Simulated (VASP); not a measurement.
# B4Ru (P-43m) in VASP: notebook

The runs below take B4Ru through single point, with PBE.

Everything below comes from runs of VASP 6.6.1. Logs are shortened: lines on timing, memory, paths and dates and some standing lists are left out, and cuts for length are marked.

### Step 1. The cell of the first run

The structure is cubic, space group P-43m (No. 215). The conventional cell has a = 3.642 Å, b = 3.642 Å, c = 3.642 Å, α = 90.00°, β = 90.00°, γ = 90.00°. B (site symmetry 3m) has 1 Ru at 1.58 Å within 2.1 Å. Ru (site symmetry -43m) has 4 B at 1.58 Å within 2.1 Å.

The cell was generated, and may not be a known phase.

### Step 2. Single point, PBE

File INCAR:

```
ALGO = Normal ; EDIFF = 1E-6
ENCUT = 520 ; GGA = PE
ISIF = 2 ; ISMEAR = 0
LASPH = T ; LCHARG = F
LREAL = F ; LWAVE = F
NBANDS = 21 ; NELM = 60
PREC = Accurate ; SIGMA = 0.1
```

File KPOINTS:

```
k-points
0
Gamma
  6 6 6
```

File POSCAR:

```
B4Ru
1.0
    3.6417311300      0.0000000000      0.0000000000
    0.0000000000      3.6417311300      0.0000000000
    0.0000000000      0.0000000000      3.6417311300
B Ru
4 1
Direct
    0.2500000000      0.2500000000      0.2500000000
    0.7500000000      0.7500000000      0.2500000000
    0.2500000000      0.7500000000      0.7500000000
    0.7500000000      0.2500000000      0.7500000000
    0.0000000000      0.0000000000      0.0000000000
```

Potentials or basis: VASP PAW PBE potentials, release 64 (B, Ru_pv).

The run is started by

```console
cat potpaw_PBE.64/B/POTCAR potpaw_PBE.64/Ru_pv/POTCAR > POTCAR
mpirun -np 1 vasp_std > vasp.out
```

OUTCAR:

```text
EDIFF = 1E-6
   ENCUT = 520
   GGA = PE
   ISIF = 2
   ISMEAR = 0
   LASPH = T
   LREAL = F
   NELM = 60
   PREC = Accurate

 ion  position               nearest neighbor table
   1  0.250  0.250  0.250-   5 1.58
   2  0.750  0.750  0.250-   5 1.58
   3  0.250  0.750  0.750-   5 1.58
   4  0.750  0.250  0.750-   5 1.58
   5  0.000  0.000  0.000-   1 1.58   2 1.58   3 1.58   4 1.58

  LATTYP: Found a simple cubic cell.
 ALAT       =     3.6417311300

  Lattice vectors:

 A1 = (   3.6417311300,   0.0000000000,   0.0000000000)
 A2 = (   0.0000000000,   3.6417311300,   0.0000000000)
 A3 = (   0.0000000000,   0.0000000000,   3.6417311300)

Analysis of symmetry for initial positions (statically):
=====================================================================
 Subroutine PRICEL returns:
 Original cell was already a primitive cell.

 Routine SETGRP: Setting up the symmetry group for a
 simple cubic supercell.

 Subroutine GETGRP returns: Found 24 space group operations
 (whereof 24 operations were pure point group operations)
 out of a pool of 48 trial point group operations.

The static configuration has the point symmetry T_d .

Analysis of symmetry for dynamics (positions and initial velocities):
=====================================================================
 Subroutine PRICEL returns:
 Original cell was already a primitive cell.

 Routine SETGRP: Setting up the symmetry group for a
 simple cubic supercell.

 Subroutine GETGRP returns: Found 24 space group operations
 (whereof 24 operations were pure point group operations)
 out of a pool of 48 trial point group operations.

The dynamic configuration has the point symmetry T_d .

 Subroutine INISYM returns: Found 24 space group operations
 (whereof 24 operations are pure point group operations),
 and found     1 'primitive' translations

----------------------------------------------------------------------------------------

                                     Primitive cell

  volume of cell :      48.2974

  direct lattice vectors                    reciprocal lattice vectors
     3.641731130  0.000000000  0.000000000     0.274594682  0.000000000  0.000000000
     0.000000000  3.641731130  0.000000000     0.000000000  0.274594682  0.000000000
     0.000000000  0.000000000  3.641731130     0.000000000  0.000000000  0.274594682
[... 77 lines left out ...]
   ISTART =      0    job   : 0-new  1-cont  2-samecut
   ICHARG =      2    charge: 1-file 2-atom 10-const
   ISPIN  =      1    spin polarized calculation?
   LNONCOLLINEAR =      F non collinear calculations
   LSORBIT =      F    spin-orbit coupling
   LASPH  =      T    aspherical Exc in radial PAW
   ENCUT  =  520.0 eV  38.22 Ry    6.18 a.u.   6.77  6.77  6.77*2*pi/ulx,y,z
   NELM   =     60;   NELMIN=  2; NELMDL= -5     # of ELM steps
   EDIFF  = 0.1E-05   stopping-criterion for ELM
   LREAL  =      F    real-space projection
[... 7 lines left out ...]
   TEBEG  =    0.0;   TEEND  =   0.0 temperature during run
   PSTRESS=    0.0 pullay stress
   NELECT =      26.0000    total number of electrons
   NUPDOWN=      -1.0000    fix difference up-down
   EMIN   =  10.00;   EMAX   =-10.00  energy-range for DOS
   EFERMI =   0.00;   METHOD = LEGACY
   ISMEAR =     0;   SIGMA  =   0.10  broadening in eV -4-tet -1-fermi 0-gaus
   EFERMI_NEDOS =   21; number of points for ismear=-14 and -15
   IALGO  =     38    algorithm
   IMIX   =      4    mixing-type and parameters
     AMIX     =   0.40;   BMIX     =  1.00
     AMIX_MAG =   1.60;   BMIX_MAG =  1.00
  volume/ion in A,a.u.               =       9.66        65.19
  Fermi-wavevector in a.u.,A,eV,Ry     =   1.331756  2.516654 24.130948  1.773575
  Thomas-Fermi vector in A             =   2.460743
   LORBIT       =      0    0 simple, 1 ext, 2 COOP (PROOUT), +10 PAW based schemes
   GGA     = PE    functional components
   LHFCALC =     F    Hartree Fock is set to
   AEXX    =    0.0000 exact exchange contribution
   IVDW    =     0    specifies the selected vdW correction
   LEPSILON=     F    determine dielectric tensor
   LRPA    =     F    only Hartree local field effects (RPA)
 non-spin polarized calculation
 Gauss-broadening in eV      SIGMA  =   0.10
  energy-cutoff  :      520.00
  volume of cell :       48.30
 maximum number of plane-waves:      1328
 NGX is ok and might be reduce to    28
   NGX = 13   NGY = 13   NGZ = 13

 number of electron      25.9999997 magnetization

 Free energy of the ion-electron system (eV)
  ---------------------------------------------------
  ext. energy  EPLUGINS =         0.00000000
  ---------------------------------------------------
  free energy    TOTEN  =       -15.89848176 eV

  energy without entropy =      -15.88307372  energy(sigma->0) =      -15.89077774

 E-fermi :   7.5937     XC(G=0): -11.7927

 val. band max:        7.5628309687   @ k =   0.1667   0.1667   0.0000
 cond. band min:       7.6128284466   @ k =   0.5000   0.1667   0.1667
 fundamental gap:      0.0499974779
 Fermi energy:         7.5936713603

 k-point     1 :       0.0000    0.0000    0.0000
  band No.  band energies     occupation
      1     -36.5934      2.00000
      2     -36.5934      2.00000
      3     -36.5934      2.00000
      4      -4.7943      2.00000
      5      -0.6521      2.00000
      6      -0.6521      2.00000
[... 469 lines left out ...]
     20      17.0426      0.00000
     21      17.0426      0.00000

------------------------ aborting loop because EDIFF is reached ----------------------------------------

  FORCE on cell =-STRESS in cart. coord.  units (eV):
  Direction    XX          YY          ZZ          XY          YZ          ZX
  --------------------------------------------------------------------------------------
  -------------------------------------------------------------------------------------
  Total       32.5501664     32.5501664     32.5501664      0.0000000     -0.0000000      0.0000000
  in kB     1079.7921364   1079.7921364   1079.7921364      0.0000000     -0.0000000      0.0000000
  external PRESSURE =    1079.7921364 kB  Pullay stress =       0.0000000 kB

 VOLUME and BASIS-vectors are now :
 -----------------------------------------------------------------------------
  energy-cutoff  :      520.00
  volume of cell :       48.30
      direct lattice vectors                 reciprocal lattice vectors
     3.641731130  0.000000000  0.000000000     0.274594682  0.000000000  0.000000000
     0.000000000  3.641731130  0.000000000     0.000000000  0.274594682  0.000000000
     0.000000000  0.000000000  3.641731130     0.000000000  0.000000000  0.274594682

 POSITION                                       TOTAL-FORCE (eV/Angst)
 -----------------------------------------------------------------------------------
      0.91043      0.91043      0.91043        10.466604     10.466604     10.466604
      2.73130      2.73130      0.91043       -10.466604    -10.466604     10.466604
      0.91043      2.73130      2.73130        10.466604    -10.466604    -10.466604
      2.73130      0.91043      2.73130       -10.466604     10.466604    -10.466604
      0.00000      0.00000      0.00000         0.000000      0.000000      0.000000
 -----------------------------------------------------------------------------------
    total drift:                                0.000000      0.000000     -0.000000

  FREE ENERGIE OF THE ION-ELECTRON SYSTEM (eV)
  ---------------------------------------------------
  free  energy   TOTEN  =       -15.8984817620 eV

  energy  without entropy=      -15.8830737174  energy(sigma->0) =      -15.89077774
```

OSZICAR:

```text
N       E                     dE             d eps       ncg     rms          rms(c)
DAV:   1     0.177544004983E+03    0.17754E+03   -0.14223E+04   880   0.118E+03
DAV:   2    -0.115356659707E+02   -0.18908E+03   -0.18412E+03   965   0.312E+02
DAV:   3    -0.171017608243E+02   -0.55661E+01   -0.54884E+01  1055   0.521E+01
DAV:   4    -0.171622575090E+02   -0.60497E-01   -0.60397E-01   964   0.536E+00
DAV:   5    -0.171638602176E+02   -0.16027E-02   -0.16025E-02  1144   0.661E-01    0.310E+01
DAV:   6    -0.161745711419E+02    0.98929E+00   -0.10885E+00   868   0.690E+00    0.202E+01
DAV:   7    -0.159364087954E+02    0.23816E+00   -0.14674E+00   910   0.942E+00    0.423E+00
DAV:   8    -0.158994689996E+02    0.36940E-01   -0.18399E-01   910   0.426E+00    0.593E-01
DAV:   9    -0.158984785121E+02    0.99049E-03   -0.15822E-02   925   0.829E-01    0.359E-01
DAV:  10    -0.158984782788E+02    0.23324E-06   -0.85053E-04   997   0.240E-01    0.398E-02
DAV:  11    -0.158984837541E+02   -0.54753E-05   -0.36110E-05  1144   0.465E-02    0.289E-02
DAV:  12    -0.158984819491E+02    0.18050E-05   -0.37783E-06   990   0.157E-02    0.550E-03
DAV:  13    -0.158984817620E+02    0.18707E-06   -0.26517E-07   495   0.500E-03
   1 F= -.15898482E+02 E0= -.15890778E+02  d E =-.154080E-01
```

stdout:

```text
POSCAR found type information on POSCAR B Ru
 POSCAR found :  2 types and       5 ions
 scaLAPACK will be used
 LDA part: xc-table for (Slater+PW92), standard interpolation
 POSCAR, INCAR and KPOINTS ok, starting setup
 FFT: planning ... GRIDC
 FFT: planning ... GRID_SOFT
 FFT: planning ... GRID
 WAVECAR not read
 entering main loop
```

Wall time 11 s (1 thread of Intel Xeon Platinum 8488C (Sapphire Rapids), shared host); peak memory 0.16 GiB.

Results:

* Free energy: -15.8985 eV
* Pressure: 108.0 GPa
* Band gap on the k mesh: zero (bands 13 and 14 overlap by 2.46 eV)

Caveat: atoms lie so close that the PAW spheres overlap strongly, which falsifies energies and pressures; the cell stands under pressure.

### Step 3. Single point, PBE

This run uses another cell than the first one, of 9.48 Å³/atom.

File INCAR:

```
SYSTEM = B4Ru
PREC = Accurate ; ENCUT = 520
EDIFF = 1E-6 ; ISMEAR = 0
SIGMA = 0.1 ; LREAL = .FALSE.
LASPH = .TRUE. ; NELM = 60
ALGO = Normal ; ISIF = 2
LWAVE = .FALSE. ; LCHARG = .TRUE.
GGA = PE ; LELF = .TRUE.
LVHAR = .TRUE. ; NBANDS = 21
```

File KPOINTS:

```
Automatic mesh
0
G
  6 6 6
  0 0 0
```

File POSCAR:

```
B4Ru
1.0
    3.6194066390      0.0000000000      0.0000000000
    0.0000000000      3.6194066390      0.0000000000
    0.0000000000      0.0000000000      3.6194066390
B Ru
4 1
Direct
    0.3277216326      0.3277216326      0.3277216326
    0.6722783674      0.6722783674      0.3277216326
    0.3277216326      0.6722783674      0.6722783674
    0.6722783674      0.3277216326      0.6722783674
    0.0000000000      0.0000000000      0.0000000000
```

Potentials or basis: VASP PAW PBE potentials, release 64 (B, Ru_pv).

The run is started by

```console
cat potpaw_PBE.64/B/POTCAR potpaw_PBE.64/Ru_pv/POTCAR > POTCAR
mpirun -np 1 vasp_std > vasp.out
```

Wall time 13 s (1 thread of Intel Xeon Platinum 8488C (Sapphire Rapids), shared host); peak memory 0.16 GiB.

The run converged. Its results:

- Free energy: -30.8647 eV
- Pressure: 0.2 GPa
- Largest force: 0.006 eV/Å
- Band gap on the k mesh: zero (bands 13 and 14 overlap by 0.46 eV)

Forces on the atoms (eV/Å):
```
B   -0.003 -0.003 -0.003
B    0.003  0.003 -0.003
B   -0.003  0.003  0.003
B    0.003 -0.003  0.003
Ru   0.000  0.000  0.000
```

Levels at points of the mesh, in eV from the Fermi level:
```
           k point  band 9  band 10  band 11  band 12  band 13  band 14  band 15  band 16  band 17  band 18
(0.00, 0.00, 0.00)   -3.31    -3.31    -1.73    -1.73    -1.73     1.73     1.73     4.38     4.38     4.38
(0.50, 0.00, 0.00)   -3.02    -1.76    -1.08    -0.94    -0.94    -0.41     0.77     3.19     3.19     5.01
(0.50, 0.50, 0.00)   -3.40    -3.40    -1.48    -0.30    -0.08     1.81     3.13     3.13     5.00     5.39
(0.50, 0.50, 0.50)   -3.12    -3.12    -0.36    -0.26    -0.26     1.22     1.22     1.22     5.71     5.71
```

### Step 4. Single point, PBE

This run uses another cell than the first one, of 9.50 Å³/atom.

File INCAR:

```
SYSTEM = B4Ru
PREC     = Accurate       ! precision mode
ENCUT    = 520            ! plane-wave cutoff, eV
EDIFF    = 1E-6           ! SCF threshold, eV
ISMEAR   = 0              ! smearing method
SIGMA    = 0.1            ! smearing width, eV
LREAL    = .FALSE.        ! projectors in reciprocal space
LASPH    = .TRUE.         ! aspherical terms in the spheres
NELM     = 100            ! most SCF steps
ALGO     = Normal         ! electronic algorithm
ISIF     = 2              ! what is computed and relaxed
LWAVE    = .FALSE.        ! write WAVECAR
LCHARG   = .FALSE.        ! write CHGCAR
GGA      = PE             ! functional
NBANDS   = 21             ! bands
```

File KPOINTS:

```
regular mesh
0
G
  10 10 10
  0 0 0
```

File POSCAR:

```
B4Ru
1.0
    3.6211138313      0.0000000000      0.0000000000
    0.0000000000      3.6211138313      0.0000000000
    0.0000000000      0.0000000000      3.6211138313
B Ru
4 1
Direct
    0.3280800967      0.3280800967      0.3280800967
    0.6719199033      0.6719199033      0.3280800967
    0.3280800967      0.6719199033      0.6719199033
    0.6719199033      0.3280800967      0.6719199033
    0.0000000000      0.0000000000      0.0000000000
```

The run is started by

```console
cat potpaw_PBE.64/B/POTCAR potpaw_PBE.64/Ru_pv/POTCAR > POTCAR
mpirun -np 1 vasp_std > vasp.out
```

Wall time 29 s (1 thread of Intel Xeon Platinum 8488C (Sapphire Rapids), shared host); peak memory 0.18 GiB.

The run converged. Its results:

```yaml
Free_energy: -30.8286 eV
Pressure: 0.1 GPa
Largest_force: 0.008 eV/Å
Band_gap_on_the_k_mesh: zero (bands 13 and 14 overlap by 0.55 eV)
```

Forces on the atoms (eV/Å):
```
B   -0.005 -0.005 -0.005
B    0.005  0.005 -0.005
B   -0.005  0.005  0.005
B    0.005 -0.005  0.005
Ru   0.000  0.000  0.000
```

Levels at points of the mesh, in eV from the Fermi level:
```
           k point  band 10  band 11  band 12  band 13  band 14  band 15  band 16  band 17
(0.00, 0.00, 0.00)    -3.36    -1.78    -1.78    -1.78     1.67     1.67     4.32     4.32
(0.50, 0.00, 0.00)    -1.79    -1.13    -0.99    -0.99    -0.47     0.72     3.13     3.13
(0.50, 0.50, 0.00)    -3.45    -1.54    -0.36    -0.14     1.76     3.08     3.08     4.95
(0.50, 0.50, 0.50)    -3.16    -0.40    -0.32    -0.32     1.16     1.16     1.16     5.65
```

### Step 5. Summary

```tsv
cell	k mesh	gap on the mesh (eV)	pressure (GPa)	largest force (eV/Å)
a = 3.642 Å, 5 atoms, atomic positions A	6 × 6 × 6	none	108.0	-
a = 3.619 Å, 5 atoms, atomic positions B	6 × 6 × 6	none	0.2	0.01
a = 3.621 Å, 5 atoms, atomic positions C	10 × 10 × 10	none	0.1	0.01
```

Alike in all rows: task single point; level PBE; potentials or basis VASP PAW PBE potentials, release 64 (B, Ru_pv); no spin polarisation; cutoff (eV) 520; smearing gaussian 0.1 eV.

Caveats: atoms lie so close that the PAW spheres overlap strongly, which falsifies energies and pressures (at least some runs); the cell stands under pressure (at least some runs).

Absolute energies hang on the potentials; compare differences alone.

The gap in the log of VASP goes by the Fermi energy; the results here count the filled bands.